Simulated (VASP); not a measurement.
Wanted: the native input for a VASP 6.6.1 run.

```yaml
Task: single point
Functional: PBEsol
Potentials_or_basis: VASP PAW PBE potentials, release 64 (Ba_sv, Ti_sv, O)
Cutoff: 520 eV
k_mesh: 6 × 6 × 6
Occupations: gaussian, width 0.01 eV
Spin: no spin polarisation
Dipole_correction: no
Further_INCAR_settings: ALGO = Normal; EDIFF = 1e-06; NBANDS = 28
```

The structure of BaTiO3 lies in POSCAR:

```
BaTiO3
1.0
    2.8171712673      1.6264945895      2.3083310485
   -2.8171712673      1.6264945895      2.3083310485
    0.0000000000     -3.2529891790      2.3083310485
Ba Ti O
1 1 3
Direct
   -0.0023505022     -0.0023505022     -0.0023505022
    0.4865866650      0.4865866650      0.4865866650
    0.5095573161      0.5095573161      0.0158492077
    0.0158492077      0.5095573161      0.5095573161
    0.5095573161      0.0158492077      0.5095573161
```

The input as run:

INCAR

```
SYSTEM = BaTiO3
  ALGO = Normal
  EDIFF = 1E-6
  ENCUT = 520
  GGA = PS
  ISIF = 2
  ISMEAR = 0
  LASPH = .TRUE.
  LCHARG = .FALSE.
  LREAL = .FALSE.
  LWAVE = .FALSE.
  NBANDS = 28
  NELM = 60
  PREC = Accurate
  SIGMA = 0.01
```

KPOINTS

```
k-points
0
G
  6 6 6
  0 0 0
```

Potentials or basis: VASP PAW PBE potentials, release 64 (Ba_sv, Ti_sv, O).

Command:

```console
$ cat potpaw_PBE.64/Ba_sv/POTCAR potpaw_PBE.64/Ti_sv/POTCAR potpaw_PBE.64/O/POTCAR > POTCAR
$ mpirun -np 1 vasp_std > vasp.out
```

It gave:

```
Pressure               : 2.0 GPa
Largest force          : 0.058 eV/Å
Band gap on the k mesh : 2.26 eV, indirect (least direct gap 2.61 eV)
```

Caveat: the PAW data sets were made with another functional, which shifts forces and pressure a little; spin-orbit coupling is left out, which moves the levels of the heavy elements.

Run time: 42 s on 1 thread of Intel(R) Xeon(R) Platinum 8488C (Sapphire Rapids), on a shared host, peak memory 0.2 GiB.
